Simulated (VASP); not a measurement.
# Zn8Au7 (a cell with a defect) in VASP: a series of runs

Zn8Au7 (a cell with a defect) is run at these levels: PBE; tasks: single point.

All numbers are computed with VASP 6.6.1; they aren't measurements. Logs are shortened: lines on timing, memory, paths and dates and some standing lists are left out, and cuts for length are marked.

## (1) The cell of the first run

The cell holds a defect, 15 atoms: a = 6.356 Å, b = 6.356 Å, c = 6.356 Å, α = 90.00°, β = 90.00°, γ = 90.00°.

## (2) Single point, PBE

INCAR reads:

```
PREC = Accurate
ENCUT = 520
EDIFF = 1E-7
ISMEAR = -1
SIGMA = 0.1
LREAL = Auto
LASPH = T
NELM = 100
ALGO = Normal
ISIF = 2
LWAVE = F
LCHARG = T
GGA = PE
LELF = T
LVHAR = T
NBANDS = 100
```

KPOINTS reads:

```
regular mesh
0
Gamma
  2 2 2
```

POSCAR reads:

```
Zn8Au7
1.0
    6.3559340000      0.0000000000      0.0000000000
    0.0000000000      6.3559340000      0.0000000000
    0.0000000000      0.0000000000      6.3559340000
Au Zn
7 8
Direct
   -0.0362524218     -0.0003497519      0.0024067273
   -0.0064966062     -0.0005486212      0.5022745674
   -0.0065054168      0.4994886668      0.0022871540
    0.3465098914      0.4996382908      0.5024312713
    0.5274019523     -0.0003821626      0.0023911513
    0.5042764761     -0.0006324798      0.5023033593
    0.5042854441      0.4995228081      0.0022124207
    0.2429249580      0.2245363152      0.2273340157
    0.2429004140      0.2244090326      0.7773570336
    0.2428916033      0.7745818317      0.2271725918
    0.2428620247      0.7747054957      0.7775146816
    0.7515085902      0.2766677565      0.2794888997
    0.7515559476      0.2765409458      0.7252112750
    0.7515609822      0.7224094838      0.2793523344
    0.7516151049      0.7225194598      0.7253310056
```

Potentials or basis: VASP PAW PBE potentials, release 64 (Au, Zn).

Started as:

```bash
$ cat potpaw_PBE.64/Au/POTCAR potpaw_PBE.64/Zn/POTCAR > POTCAR
$ mpirun -np 1 vasp_std > vasp.out
```

OUTCAR:

```text
PREC = Accurate
   ENCUT = 520
   EDIFF = 1E-7
   ISMEAR = -1
   LREAL = Auto
   LASPH = T
   NELM = 100
   ISIF = 2
   GGA = PE

 ion  position               nearest neighbor table
   1  0.964  1.000  0.002-  11 2.69   9 2.69  10 2.69   8 2.69   5 2.77  13 2.83  12 2.83  15 2.83
                            14 2.83   3 3.18   2 3.18   2 3.18   3 3.18   5 3.58
   2  0.994  0.999  0.502-  15 2.73  14 2.73  13 2.73  12 2.73  10 2.76  11 2.76   8 2.76   9 2.76
                             6 3.11   1 3.18   1 3.18   6 3.25
   3  0.993  0.499  0.002-  15 2.73  14 2.73  13 2.73  12 2.73  10 2.76  11 2.76   8 2.76   9 2.76
                             7 3.11   1 3.18   1 3.18   7 3.25
   4  0.347  0.500  0.502-   9 2.56  11 2.56   8 2.56  10 2.56  12 3.26  14 3.26  13 3.26  15 3.26
                             6 3.33   7 3.33   7 3.33   6 3.33
   5  0.527  1.000  0.002-   9 2.71  10 2.71   8 2.71  11 2.71   1 2.77  13 2.87  12 2.87  14 2.87
                            15 2.87   7 3.18   6 3.18   6 3.18   7 3.18   1 3.58
   6  0.504  0.999  0.502-  14 2.75  15 2.75  13 2.75  12 2.75  10 2.80  11 2.80   8 2.80   9 2.80
                             2 3.11   5 3.18   5 3.18   2 3.25   4 3.33   4 3.33
   7  0.504  0.500  0.002-  15 2.75  13 2.75  14 2.75  12 2.75  11 2.80   9 2.80  10 2.80   8 2.80
                             3 3.11   5 3.18   5 3.18   3 3.25   4 3.33   4 3.33
   8  0.243  0.225  0.227-   4 2.56   1 2.69   5 2.71   3 2.76   2 2.76   7 2.80   6 2.80  10 2.86
                             9 2.86
   9  0.243  0.224  0.777-   4 2.56   1 2.69   5 2.71   3 2.76   2 2.76   7 2.80   6 2.80  11 2.86
                             8 2.86
  10  0.243  0.775  0.227-   4 2.56   1 2.69   5 2.71   2 2.76   3 2.76   6 2.80   7 2.80  11 2.86
                             8 2.86
  11  0.243  0.775  0.778-   4 2.56   1 2.69   5 2.71   2 2.76   3 2.76   6 2.80   7 2.80  10 2.86
                             9 2.86
  12  0.752  0.277  0.279-   2 2.73   3 2.73   6 2.75   7 2.75   1 2.83  13 2.83  14 2.83   5 2.87
                             4 3.26
  13  0.752  0.277  0.725-   3 2.73   2 2.73   7 2.75   6 2.75   1 2.83  12 2.83  15 2.83   5 2.87
                             4 3.26
  14  0.752  0.722  0.279-   2 2.73   3 2.73   6 2.75   7 2.75   1 2.83  12 2.83  15 2.83   5 2.87
                             4 3.26
  15  0.752  0.723  0.725-   3 2.73   2 2.73   6 2.75   7 2.75   1 2.83  13 2.83  14 2.83   5 2.87
                             4 3.26

  LATTYP: Found a simple cubic cell.
 ALAT       =     6.3559340000

  Lattice vectors:

 A1 = (   6.3559340000,   0.0000000000,   0.0000000000)
 A2 = (   0.0000000000,   6.3559340000,   0.0000000000)
 A3 = (   0.0000000000,   0.0000000000,   6.3559340000)

Analysis of symmetry for initial positions (statically):
=====================================================================
 Subroutine PRICEL returns:
 Original cell was already a primitive cell.

 Routine SETGRP: Setting up the symmetry group for a
 simple cubic supercell.

 Subroutine GETGRP returns: Found  1 space group operations
 (whereof  1 operations were pure point group operations)
 out of a pool of 48 trial point group operations.

The static configuration has the point symmetry C_1 .

Analysis of symmetry for dynamics (positions and initial velocities):
=====================================================================
 Subroutine PRICEL returns:
 Original cell was already a primitive cell.

 Routine SETGRP: Setting up the symmetry group for a
 simple cubic supercell.

 Subroutine GETGRP returns: Found  1 space group operations
 (whereof  1 operations were pure point group operations)
 out of a pool of 48 trial point group operations.

The dynamic configuration has the point symmetry C_1 .

 Subroutine INISYM returns: Found  1 space group operations
 (whereof  1 operations are pure point group operations),
 and found     1 'primitive' translations

----------------------------------------------------------------------------------------

                                     Primitive cell

  volume of cell :     256.7664

  direct lattice vectors                    reciprocal lattice vectors
     6.355934000  0.000000000  0.000000000     0.157333289  0.000000000  0.000000000
[... 48 lines left out ...]

 Generating k-lattice:

  Cartesian coordinates                     Fractional coordinates (reciprocal lattice)
     0.078666644  0.000000000  0.000000000     0.500000000  0.000000000  0.000000000
     0.000000000  0.078666644  0.000000000     0.000000000  0.500000000  0.000000000
     0.000000000  0.000000000  0.078666644     0.000000000  0.000000000  0.500000000

  Length of vectors
     0.078666644  0.078666644  0.078666644

  Shift w.r.t. Gamma in fractional coordinates (k-lattice)
     0.000000000  0.000000000  0.000000000

 Subroutine IBZKPT returns following result:
 ===========================================

 Found      8 irreducible k-points:

 Following reciprocal coordinates:
            Coordinates               Weight
  0.000000  0.000000  0.000000      1.000000
  0.500000  0.000000  0.000000      1.000000
  0.000000  0.500000  0.000000      1.000000
  0.000000  0.000000  0.500000      1.000000
  0.500000  0.500000  0.000000      1.000000
  0.000000  0.500000  0.500000      1.000000
  0.500000  0.000000  0.500000      1.000000
  0.500000  0.500000  0.500000      1.000000
   k-points           NKPTS =      8   k-points in BZ     NKDIM =      8   number of bands    NBANDS=    100
   number of dos      NEDOS =    301   number of ions     NIONS =     15
   total plane-waves  NPLWV = 110592
   dimension x,y,z NGX =    48 NGY =   48 NGZ =   48
   dimension x,y,z NGXF=    96 NGYF=   96 NGZF=   96
   ions per type =               7   8
   NGX,Y,Z   is equivalent  to a cutoff of  12.55, 12.55, 12.55 a.u.
   NGXF,Y,Z  is equivalent  to a cutoff of  25.11, 25.11, 25.11 a.u.
 SYSTEM =  unknown system
   PREC   = accura    normal or accurate (medium, high low for compatibility)
   ISTART =      0    job   : 0-new  1-cont  2-samecut
   ICHARG =      2    charge: 1-file 2-atom 10-const
   ISPIN  =      1    spin polarized calculation?
   LNONCOLLINEAR =      F non collinear calculations
   LSORBIT =      F    spin-orbit coupling
   LASPH  =      T    aspherical Exc in radial PAW
   ENCUT  =  520.0 eV  38.22 Ry    6.18 a.u.  11.82 11.82 11.82*2*pi/ulx,y,z
   NELM   =    100;   NELMIN=  2; NELMDL= -5     # of ELM steps
   EDIFF  = 0.1E-06   stopping-criterion for ELM
   LREAL  =      T    real-space projection
   EDIFFG = 0.1E-05   stopping-criterion for IOM
   NSW    =      0    number of steps for IOM
   IBRION =     -1    ionic relax: 0-MD 1-quasi-New 2-CG
   NFREE  =      0    steps in history (QN), initial steepest desc. (CG)
   ISIF   =      2    stress and relaxation
   ISYM   =      2    0-nonsym 1-usesym 2-fastsym
   POTIM  = 0.5000    time-step for ionic-motion
   TEBEG  =    0.0;   TEEND  =   0.0 temperature during run
   PSTRESS=    0.0 pullay stress
   NELECT =     173.0000    total number of electrons
   NUPDOWN=      -1.0000    fix difference up-down
   EMIN   =  10.00;   EMAX   =-10.00  energy-range for DOS
   EFERMI =   0.00;   METHOD = LEGACY
   ISMEAR =    -1;   SIGMA  =   0.10  broadening in eV -4-tet -1-fermi 0-gaus
   EFERMI_NEDOS =   21; number of points for ismear=-14 and -15
   IALGO  =     38    algorithm
   IMIX   =      4    mixing-type and parameters
     AMIX     =   0.40;   BMIX     =  1.00
     AMIX_MAG =   1.60;   BMIX_MAG =  1.00
  volume/ion in A,a.u.               =      17.12       115.52
  Fermi-wavevector in a.u.,A,eV,Ry     =   1.435195  2.712125 28.025060  2.059784
  Thomas-Fermi vector in A             =   2.554520
   LORBIT       =      0    0 simple, 1 ext, 2 COOP (PROOUT), +10 PAW based schemes
   GGA     = PE    functional components
[... 5 lines left out ...]
 non-spin polarized calculation
  energy-cutoff  :      520.00
  volume of cell :      256.77
 maximum number of plane-waves:      6968
 NGX is ok and might be reduce to    48
   NGX = 23   NGY = 23   NGZ = 23

 number of electron     172.9999968 magnetization

 Free energy of the ion-electron system (eV)
  ---------------------------------------------------
  ext. energy  EPLUGINS =         0.00000000
  ---------------------------------------------------
  free energy    TOTEN  =       -34.43463292 eV

  energy without entropy =      -34.29976603  energy(sigma->0) =      -34.36719947

 E-fermi :   6.1625     XC(G=0): -11.7253

 val. band max:        6.1258323267   @ k =   0.0000   0.0000   0.5000
 cond. band min:       6.2204901819   @ k =   0.0000   0.0000   0.5000
 fundamental gap:      0.0946578552
 Fermi energy:         6.1624812059

 k-point     1 :       0.0000    0.0000    0.0000
  band No.  band energies     occupation
      1      -4.2083      2.00000
      2      -2.3750      2.00000
      3      -2.2716      2.00000
      4      -2.1922      2.00000
      5      -2.1644      2.00000
      6      -2.1643      2.00000
[... 797 lines left out ...]
     97       9.0732      0.00000
     98       9.0734      0.00000
 [bands above 98 left out]

------------------------ aborting loop because EDIFF is reached ----------------------------------------

  FORCE on cell =-STRESS in cart. coord.  units (eV):
  Direction    XX          YY          ZZ          XY          YZ          ZX
  --------------------------------------------------------------------------------------
  -------------------------------------------------------------------------------------
  Total        0.2732515     -2.7926234     -2.7911899     -0.0037795     -0.0006652     -0.0045843
  in kB        1.7050418    -17.4254829    -17.4165381     -0.0235831     -0.0041510     -0.0286055
  external PRESSURE =     -11.0456597 kB  Pullay stress =       0.0000000 kB

 VOLUME and BASIS-vectors are now :
 -----------------------------------------------------------------------------
  energy-cutoff  :      520.00
  volume of cell :      256.77
      direct lattice vectors                 reciprocal lattice vectors
     6.355934000  0.000000000  0.000000000     0.157333289  0.000000000  0.000000000
     0.000000000  6.355934000  0.000000000     0.000000000  0.157333289  0.000000000
     0.000000000  0.000000000  6.355934000     0.000000000  0.000000000  0.157333289

 POSITION                                       TOTAL-FORCE (eV/Angst)
 -----------------------------------------------------------------------------------
      6.12552      6.35371      0.01530        -0.091650      0.000589     -0.000291
      6.31464      6.35245      3.19242        -0.040487      0.000800     -0.000812
      6.31459      3.17472      0.01454        -0.040532     -0.000112     -0.000627
      2.20239      3.17567      3.19342         0.789509      0.000322     -0.001388
      3.35213      6.35350      0.01520        -0.079104     -0.000275     -0.000883
      3.20515      6.35191      3.19261        -0.037461      0.000660     -0.000689
      3.20520      3.17493      0.01406        -0.037152      0.000033     -0.000296
      1.54402      1.42714      1.44492        -0.095154      0.040870      0.039991
      1.54386      1.42633      4.94083        -0.095101      0.039122     -0.039353
      1.54380      4.92319      1.44389        -0.095195     -0.041285      0.040826
      1.54362      4.92398      4.94183        -0.095460     -0.039448     -0.039709
      4.77654      1.75848      1.77641        -0.020618     -0.005526     -0.004791
      4.77684      1.75768      4.60939        -0.020508     -0.005090      0.006476
      4.77687      4.59159      1.77555        -0.020378      0.004580     -0.004873
      4.77722      4.59229      4.61016        -0.020706      0.004760      0.006420
 -----------------------------------------------------------------------------------
    total drift:                               -0.002813     -0.000938      0.003668

  FREE ENERGIE OF THE ION-ELECTRON SYSTEM (eV)
  ---------------------------------------------------
  free  energy   TOTEN  =       -34.4346329180 eV

  energy  without entropy=      -34.2997660264  energy(sigma->0) =      -34.36719947
```

Wall time 4.7 min (1 thread of Intel Xeon Platinum 8488C (Sapphire Rapids), shared host); peak memory 0.39 GiB.

Results:

- Free energy: -34.4346 eV
- Pressure: -1.1 GPa
- Largest force: 0.790 eV/Å
- Band gap on the k mesh: zero (an odd number of electrons rules out a gap without spin polarisation)

Forces in eV/Å, atoms in the order of the input:
```
Au  -0.092  0.001  0.000
Au  -0.040  0.001 -0.001
Au  -0.041  0.000 -0.001
Au   0.790  0.000 -0.001
Au  -0.079  0.000 -0.001
Au  -0.037  0.001 -0.001
Au  -0.037  0.000  0.000
Zn  -0.095  0.041  0.040
Zn  -0.095  0.039 -0.039
Zn  -0.095 -0.041  0.041
Zn  -0.095 -0.039 -0.040
Zn  -0.021 -0.006 -0.005
Zn  -0.021 -0.005  0.006
Zn  -0.020  0.005 -0.005
Zn  -0.021  0.005  0.006
```

Stress tensor (GPa, compression positive):
```
 0.17  0.00  0.00
 0.00 -1.74  0.00
 0.00  0.00 -1.74
```

Caveat: the k points lie up to 0.49 Å⁻¹ apart, too coarse for converged energies and pressures of a metal; spin-orbit coupling is left out, which moves the levels of the heavy elements.

## (3) Single point, PBE

INCAR reads:

```
SYSTEM = Zn8Au7
PREC = Accurate
ENCUT = 520
EDIFF = 1E-6
ISMEAR = -1
SIGMA = 0.1
LREAL = Auto
LASPH = .True.
NELM = 100
ALGO = Normal
ISIF = 2
LWAVE = .False.
LCHARG = .False.
GGA = PE
NBANDS = 100
```

KPOINTS reads:

```
regular mesh
0
Gamma
  2 2 2
  0 0 0
```

POSCAR reads:

```
Zn8Au7
1.0
    6.3559340000      0.0000000000      0.0000000000
    0.0000000000      6.3559340000      0.0000000000
    0.0000000000      0.0000000000      6.3559340000
Au Zn
7 8
Direct
   -0.0345374889     -0.0003244212      0.0024038953
   -0.0034545670     -0.0004565812      0.5022755114
   -0.0034846177      0.4995246961      0.0023140580
    0.4370781698      0.4996532374      0.5023988607
    0.5144044919     -0.0003742959      0.0023606287
    0.5031513858     -0.0005261225      0.5023074500
    0.5031809644      0.4995693788      0.0022429434
    0.2407051426      0.2376132288      0.2403525587
    0.2406625053      0.2375133222      0.7643222853
    0.2406636066      0.7615691101      0.2402329854
    0.2406182947      0.7616676007      0.7644405999
    0.7537219549      0.2716618832      0.2744344104
    0.7537691549      0.2715569419      0.7302538069
    0.7537803256      0.7275154210      0.2743230185
    0.7538415282      0.7276051010      0.7303500949
```

Potentials or basis: VASP PAW PBE potentials, release 64 (Au, Zn).

Started as:

```bash
$ cat potpaw_PBE.64/Au/POTCAR potpaw_PBE.64/Zn/POTCAR > POTCAR
$ mpirun -np 1 vasp_std > vasp.out
```

Run time: 4.1 min. Hardware: 1 thread of Intel Xeon Platinum 8488C (Sapphire Rapids), shared host; peak memory 0.39 GiB.

Results (log left out):

| Property | Result |
| --- | --- |
| Free energy | -34.8486 eV |
| Pressure | -2.0 GPa |
| Largest force | 0.349 eV/Å |
| Band gap on the k mesh | zero (an odd number of electrons rules out a gap without spin polarisation) |

Forces in eV/Å, atoms in the order of the input:
```
Au  -0.032  0.000  0.001
Au  -0.007  0.000  0.000
Au  -0.007  0.000  0.000
Au   0.349  0.000 -0.001
Au  -0.068  0.000  0.000
Au  -0.022  0.000  0.000
Au  -0.022 -0.001  0.000
Zn  -0.032  0.061  0.061
Zn  -0.031  0.061 -0.061
Zn  -0.032 -0.061  0.061
Zn  -0.031 -0.061 -0.061
Zn  -0.016 -0.018 -0.018
Zn  -0.016 -0.017  0.018
Zn  -0.016  0.017 -0.017
Zn  -0.016  0.018  0.018
```

Stress tensor (GPa, compression positive):
```
-1.32  0.00  0.00
 0.00 -2.39  0.00
 0.00  0.00 -2.39
```

Levels at points of the mesh, in eV from the Fermi level:
```
           k point  band 83  band 84  band 85  band 86  band 87  band 88  band 89  band 90  band 91  band 92
(0.00, 0.00, 0.00)    -2.10    -2.10    -2.10    -1.69    -1.58    -1.58     0.17     0.20     1.20     1.45
(0.50, 0.00, 0.00)    -2.64    -2.62    -2.33    -0.10     0.07     0.07     0.45     0.53     0.53     0.83
(0.00, 0.50, 0.00)    -2.62    -2.56    -2.39    -0.08    -0.06     0.09     0.44     0.59     0.60     0.83
(0.00, 0.00, 0.50)    -2.62    -2.56    -2.39    -0.08    -0.06     0.09     0.44     0.59     0.60     0.83
(0.50, 0.50, 0.00)    -2.10    -2.10    -1.82    -1.69    -1.38     0.74     1.02     1.33     1.51     1.82
(0.00, 0.50, 0.50)    -1.94    -1.94    -1.83    -1.81    -1.36     0.65     1.33     1.34     1.60     1.60
(0.50, 0.00, 0.50)    -2.10    -2.10    -1.82    -1.69    -1.38     0.74     1.01     1.33     1.51     1.82
(0.50, 0.50, 0.50)    -3.60     1.76     1.76     1.81     1.90     2.14     2.19     2.19     2.20     2.39
```

Caveat: the k points lie up to 0.49 Å⁻¹ apart, too coarse for converged energies and pressures of a metal; spin-orbit coupling is left out, which moves the levels of the heavy elements.

The gap in the log of VASP goes by the Fermi energy; the results here count the filled bands.